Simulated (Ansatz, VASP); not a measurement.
One calculation of Br, two programs

Contents of INCAR:

```
SYSTEM = Br
  PREC = Accurate
  ENCUT = 520
  EDIFF = 1E-6
  ISMEAR = -1
  SIGMA = 0.08
  LREAL = .False.
  LASPH = .True.
  NELM = 100
  ALGO = Normal
  ISIF = 2
  LWAVE = .False.
  LCHARG = .False.
  GGA = PE
  NBANDS = 14
```

Contents of KPOINTS:

```
regular mesh
0
Gamma
  11 11 11
  0 0 0
```

The input POSCAR:

```
Br
1.0
    0.0000000000      3.4472596990      3.4472596990
    3.4472596990      0.0000000000      3.4472596990
    3.4472596990      3.4472596990      0.0000000000
Br
2
Direct
   -0.1250000000     -0.1250000000     -0.1250000000
    0.1250000000      0.1250000000      0.1250000000
```

Input for Ansatz:

```yaml
crystal:
  lattice:
    - [0.0, 3.447259699, 3.447259699]
    - [3.447259699, 0.0, 3.447259699]
    - [3.447259699, 3.447259699, 0.0]
  atoms:
    - { symbol: Br, position: [-0.125, -0.125, -0.125] }
    - { symbol: Br, position: [0.125, 0.125, 0.125] }
kpoints:
  mp_grid: { grid: [11, 11, 11] }
scf:
  occupations: { method: fermi_dirac, width: 0.08 }
hamiltonian:
  xc: pbe
  pseudopotentials: { kind: nc }
output:
  forces: true
  stress: true
  eigenvalues: true
```

Change from the starting cell: volume scaled by 0.95, norm-conserving files.

Alike in both runs: task single point; functional PBE; k mesh 11 × 11 × 11; occupations fermi-dirac, width 0.08 eV; no spin polarisation.

```csv
,VASP,Ansatz
version,VASP 6.6.1,Ansatz 0.2.0
potentials or method,"VASP PAW PBE potentials, release 64 (Br)",scalar-relativistic
plane-wave cutoff (eV),520,626
valence electrons in the cell,14,14
```

```csv
,VASP,Ansatz,Ansatz less VASP
pressure (GPa),0.9,0.9,0.00
```
